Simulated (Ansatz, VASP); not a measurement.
## Two plane-wave programs on ZrSi2

File INCAR:

```
SYSTEM = ZrSi2
PREC = Accurate
ENCUT = 520
EDIFF = 1E-6
ISMEAR = 0
SIGMA = 0.1
LREAL = .False.
LASPH = .True.
NELM = 100
ALGO = Normal
ISIF = 2
LWAVE = .False.
LCHARG = .False.
GGA = PE
NBANDS = 29
```

KPOINTS

```
Automatic mesh
0
Gamma
  6 6 6
  0 0 0
```

The input POSCAR:

```
ZrSi2
1.0
    1.8530000000     -7.3675000000      0.0000000000
    1.8530000000      7.3675000000      0.0000000000
    0.0000000000      0.0000000000      3.6720000000
Zr Si
2 4
Direct
    0.8946000000      0.1054000000      0.2500000000
    0.1054000000      0.8946000000      0.7500000000
    0.5522000000      0.4478000000      0.2500000000
    0.4478000000      0.5522000000      0.7500000000
    0.2496000000      0.7504000000      0.2500000000
    0.7504000000      0.2496000000      0.7500000000
```

Input for Ansatz:

```yaml
crystal:
  lattice:
    - [1.853, -7.3675, 0.0]
    - [1.853, 7.3675, 0.0]
    - [0.0, 0.0, 3.672]
  atoms:
    - { symbol: Zr, position: [0.8946, 0.1054, 0.25] }
    - { symbol: Zr, position: [0.1054, 0.8946, 0.75] }
    - { symbol: Si, position: [0.5522, 0.4478, 0.25] }
    - { symbol: Si, position: [0.4478, 0.5522, 0.75] }
    - { symbol: Si, position: [0.2496, 0.7504, 0.25] }
    - { symbol: Si, position: [0.7504, 0.2496, 0.75] }
basis:
  ecutwfc: 420
kpoints:
  mp_grid: { grid: [6, 6, 6] }
hamiltonian:
  xc: pbe
scf:
  occupations: { method: gaussian, width: 0.1 }
output:
  forces: true
  stress: true
  eigenvalues: true
```

Alike in both runs: task single point; functional PBE; k mesh 6 × 6 × 6; occupations gaussian, width 0.1 eV; no spin polarisation.

|  | VASP | Ansatz |
| --- | --- | --- |
| version | VASP 6.6.1 | Ansatz 0.2.0 |
| potentials or method | VASP PAW PBE potentials, release 64 (Zr_sv, Si), cutoff 520 eV | scalar-relativistic, plane waves, PAW |
| valence electrons in the cell | 40 | 40 |

VASP gave:

| Property | Result |
| --- | --- |
| gap on the k mesh at the Fermi level (eV) | none |
| pressure (GPa) | 1.0 |
| traceless stress, the component that is largest in VASP (GPa) | 0.28 |
| rms of the force components (eV/Å) | 0.075 |

Problem. What did Ansatz give for the same quantities?

Solution. gap on the k mesh at the Fermi level (eV): none; pressure (GPa): 1.0; traceless stress, the component that is largest in VASP (GPa): 0.28; rms of the force components (eV/Å): 0.079.

Atom by atom the forces differ by 0.004 eV/Å (rms over components). A gap of «none» marks a metal or a gap that the smearing closes.
